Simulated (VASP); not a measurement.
# F (C2/m) in VASP: notebook, part 4 of 4

VASP 6.6.1. Earlier steps stand in the parts before.

### Step 6. Single point, PBEsol

This run uses another cell than the first one, of 18.76 Å³/atom, 0.931 times its volume.

INCAR reads:

```
SYSTEM = F
PREC = Accurate ; ENCUT = 520
EDIFF = 1E-7 ; ISMEAR = 0
SIGMA = 0.05 ; LREAL = .FALSE.
LASPH = .TRUE. ; NELM = 60
ALGO = Normal ; ISIF = 2
LWAVE = .FALSE. ; LCHARG = .FALSE.
GGA = PS ; NBANDS = 22
```

KPOINTS reads:

```
Automatic mesh
0
G
  4 4 2
  0 0 0
```

POSCAR reads:

```
F
1.0
    2.9155237960     -1.8154403559     -0.2248703469
    2.9155237960      1.8154403559     -0.2248703469
   -2.1504101740      0.0000000000      7.2530084994
F
4
Direct
    0.0848459664      0.0848459664      0.0940038325
    0.9151540336      0.9151540336      0.9059961675
    0.5015719855      0.5015719855      0.5937195244
    0.4984280145      0.4984280145      0.4062804756
```

Potentials or basis: VASP PAW PBE potentials, release 64 (F).

Command:

```sh
$ cat potpaw_PBE.64/F/POTCAR > POTCAR
$ mpirun -np 1 vasp_std > vasp.out
```

OUTCAR:

```text
SYSTEM = F
   PREC = Accurate
   ENCUT = 520
   EDIFF = 1E-7
   ISMEAR = 0
   LREAL = .FALSE.
   LASPH = .TRUE.
   NELM = 60
   ISIF = 2
   GGA = PS

 ion  position               nearest neighbor table
   1  0.085  0.085  0.094-   2 1.41
   2  0.915  0.915  0.906-   1 1.41
   3  0.502  0.502  0.594-   4 1.41
   4  0.498  0.498  0.406-   3 1.41

  LATTYP: Found a base centered monoclinic cell.
 ALAT       =     5.8483658155
 B/A-ratio  =     0.6208367989
 C/A-ratio  =     1.2935369722
 COS(beta)  =    -0.3571411449

  Lattice vectors:

 A1 = (   2.9155237960,  -1.8154403559,  -0.2248703469)
 A2 = (   2.9155237960,   1.8154403559,  -0.2248703469)
 A3 = (  -2.1504101740,   0.0000000000,   7.2530084994)

Analysis of symmetry for initial positions (statically):
=====================================================================
 Subroutine PRICEL returns:
 Original cell was already a primitive cell.

 Routine SETGRP: Setting up the symmetry group for a
[... 158 lines left out ...]
  free energy    TOTEN  =        -7.79903152 eV

  energy without entropy =       -7.79903152  energy(sigma->0) =       -7.79903152

 E-fermi :  -5.5261     XC(G=0):  -6.8739

 val. band max:       -5.7584965475   @ k =   0.5000   0.5000   0.0000
 cond. band min:      -2.9263079954   @ k =   0.0000   0.0000   0.0000
 fundamental gap:      2.8321885521
 Fermi energy:        -5.5260883107

 k-point     1 :       0.0000    0.0000    0.0000
  band No.  band energies     occupation
      1     -30.6721      2.00000
      2     -30.4932      2.00000
      3     -24.2848      2.00000
      4     -24.0113      2.00000
      5     -12.3632      2.00000
      6     -11.7207      2.00000
[... 339 lines left out ...]
     21       9.4769      0.00000
     22       9.5300      0.00000

------------------------ aborting loop because EDIFF is reached ----------------------------------------

  FORCE on cell =-STRESS in cart. coord.  units (eV):
  Direction    XX          YY          ZZ          XY          YZ          ZX
  --------------------------------------------------------------------------------------
  -------------------------------------------------------------------------------------
  Total       -0.2126838     -0.2475153     -0.2890399      0.0000000      0.0000000     -0.0084387
  in kB       -4.5419747     -5.2858213     -6.1725999      0.0000000      0.0000000     -0.1802130
  external PRESSURE =      -5.3334653 kB  Pullay stress =       0.0000000 kB

 VOLUME and BASIS-vectors are now :
 -----------------------------------------------------------------------------
  energy-cutoff  :      520.00
  volume of cell :       75.02
      direct lattice vectors                 reciprocal lattice vectors
     2.915523796 -1.815440356 -0.224870347     0.175509228 -0.275415272  0.052035901
     2.915523796  1.815440356 -0.224870347     0.175509228  0.275415272  0.052035901
    -2.150410174  0.000000000  7.253008499     0.010882883  0.000000000  0.141100436

 POSITION                                       TOTAL-FORCE (eV/Angst)
 -----------------------------------------------------------------------------------
      0.29259      0.00000      0.64365        -0.009234      0.000000     -0.002692
      3.38804      0.00000      6.15962         0.009234      0.000000      0.002692
      1.64795      0.00000      4.08068        -0.000037      0.000000     -0.016312
      2.03269      0.00000      2.72259         0.000037      0.000000      0.016312
 -----------------------------------------------------------------------------------
    total drift:                                0.000000      0.000000     -0.000000

  FREE ENERGIE OF THE ION-ELECTRON SYSTEM (eV)
  ---------------------------------------------------
  free  energy   TOTEN  =        -7.7990315216 eV

  energy  without entropy=       -7.7990315216  energy(sigma->0) =       -7.79903152
```

OSZICAR:

```text
N       E                     dE             d eps       ncg     rms          rms(c)
DAV:   1     0.181358856551E+03    0.18136E+03   -0.15032E+04   616   0.116E+03
DAV:   2    -0.408691777680E+00   -0.18177E+03   -0.17598E+03   842   0.282E+02
DAV:   3    -0.948861275886E+01   -0.90799E+01   -0.90366E+01   754   0.623E+01
DAV:   4    -0.954699299216E+01   -0.58380E-01   -0.58378E-01   652   0.579E+00
DAV:   5    -0.954734923393E+01   -0.35624E-03   -0.35624E-03   706   0.432E-01    0.111E+01
DAV:   6    -0.825336787053E+01    0.12940E+01   -0.45167E-01   628   0.676E+00    0.631E+00
DAV:   7    -0.780093075892E+01    0.45244E+00   -0.61409E-01   628   0.744E+00    0.690E-01
DAV:   8    -0.779885311812E+01    0.20776E-02   -0.78967E-02   646   0.201E+00    0.118E-01
DAV:   9    -0.779893537861E+01   -0.82260E-04   -0.99798E-04   712   0.242E-01    0.687E-02
DAV:  10    -0.779902953455E+01   -0.94156E-04   -0.25423E-04   634   0.133E-01    0.256E-02
DAV:  11    -0.779903203364E+01   -0.24991E-05   -0.29753E-05   682   0.550E-02    0.659E-03
DAV:  12    -0.779903162841E+01    0.40523E-06   -0.40968E-06   658   0.185E-02    0.264E-03
DAV:  13    -0.779903151544E+01    0.11297E-06   -0.71277E-07   670   0.796E-03    0.205E-03
DAV:  14    -0.779903152156E+01   -0.61191E-08   -0.96893E-08   436   0.486E-03
   1 F= -.77990315E+01 E0= -.77990315E+01  d E =-.365090E-12
```

stdout:

```text
POSCAR found type information on POSCAR F
 POSCAR found :  1 types and       4 ions
 scaLAPACK will be used
 -----------------------------------------------------------------------------
|                                                                             |
|                                                                             |
|     You enforced a specific xc type in the INCAR file but a different       |
|     I HOPE YOU KNOW WHAT YOU ARE DOING!                                     |
|                                                                             |
 -----------------------------------------------------------------------------

 LDA part: xc-table for (Slater+PW92), standard interpolation
 POSCAR, INCAR and KPOINTS ok, starting setup
 FFT: planning ... GRIDC
 FFT: planning ... GRID_SOFT
 FFT: planning ... GRID
 WAVECAR not read
 entering main loop
```

Run time: 21 s. Hardware: 1 thread of Intel Xeon Platinum 8375C at 2.90GHz (Ice Lake), shared host; peak memory 0.19 GiB.

What came out:

```yaml
Free_energy: -7.7990 eV
Pressure: -0.5 GPa
Largest_force: 0.016 eV/Å
Band_gap_on_the_k_mesh: 2.83 eV, indirect (least direct gap 2.90 eV)
```

Forces on the atoms (eV/Å):
```
F   -0.009  0.000 -0.003
F    0.009  0.000  0.003
F    0.000  0.000 -0.016
F    0.000  0.000  0.016
```

Stress tensor (GPa, compression positive):
```
-0.45  0.00 -0.02
 0.00 -0.53  0.00
-0.02  0.00 -0.62
```

Levels at points of the mesh, in eV from the valence-band top:
| k point | band 10 | band 11 | band 12 | band 13 | band 14 | band 15 | band 16 | band 17 | band 18 | band 19 |
| --- | --- | --- | --- | --- | --- | --- | --- | --- | --- | --- |
| (0.00, 0.00, 0.00) | -3.31 | -0.27 | -0.17 | -0.08 | -0.07 | 2.83 | 3.67 | 8.73 | 11.10 | 12.00 |
| (0.50, 0.00, 0.00) | -3.40 | -0.38 | -0.28 | -0.26 | -0.13 | 3.27 | 3.38 | 12.62 | 12.78 | 14.28 |
| (0.50, 0.50, 0.00) | -3.47 | -0.36 | -0.30 | -0.20 | 0.00 | 3.22 | 3.40 | 13.08 | 13.53 | 13.61 |
| (0.00, 0.00, 0.50) | -3.31 | -0.26 | -0.17 | -0.12 | -0.07 | 3.19 | 3.29 | 9.53 | 9.55 | 14.56 |
| (0.50, 0.00, 0.50) | -3.37 | -0.47 | -0.29 | -0.18 | -0.05 | 3.08 | 3.54 | 12.51 | 13.42 | 13.64 |
| (0.50, 0.50, 0.50) | -3.52 | -0.39 | -0.26 | -0.20 | -0.10 | 3.28 | 3.39 | 12.89 | 13.03 | 15.07 |

Caveat: the k points lie up to 0.52 Å⁻¹ apart; the PAW data sets were made with another functional, which shifts forces and pressure a little.

### Step 7. Overview

| cell | gap on the mesh (eV) | pressure (GPa) | largest force (eV/Å) |
| --- | --- | --- | --- |
| a = 3.616, b = 3.616, c = 7.649 Å, angles 109.0, 109.0, 60.4°, 4 atoms | 2.73 | -1.6 | 0.54 |
| a = 3.547, b = 3.547, c = 7.721 Å, angles 108.0, 108.0, 62.8°, 4 atoms | 2.57 | -2.5 | 0.99 |
| a = 3.691, b = 3.691, c = 7.581 Å, angles 110.1, 110.1, 58.1°, 4 atoms | 2.90 | -0.7 | 0.08 |
| a = 3.641, b = 3.641, c = 7.626 Å, angles 109.4, 109.4, 59.6°, 4 atoms | 2.79 | -1.3 | 0.38 |
| a = 3.442, b = 3.442, c = 7.565 Å, angles 107.7, 107.7, 63.7°, 4 atoms | 2.83 | -0.5 | 0.02 |

Alike in all rows: task single point; level PBEsol; potentials or basis VASP PAW PBE potentials, release 64 (F); no spin polarisation; k mesh 4 × 4 × 2; cutoff (eV) 520; smearing gaussian 0.05 eV.

Caveats: all runs use coarse meshes; the PAW data sets were made with another functional, which shifts forces and pressure a little.

Absolute energies hang on the potentials; compare differences alone.
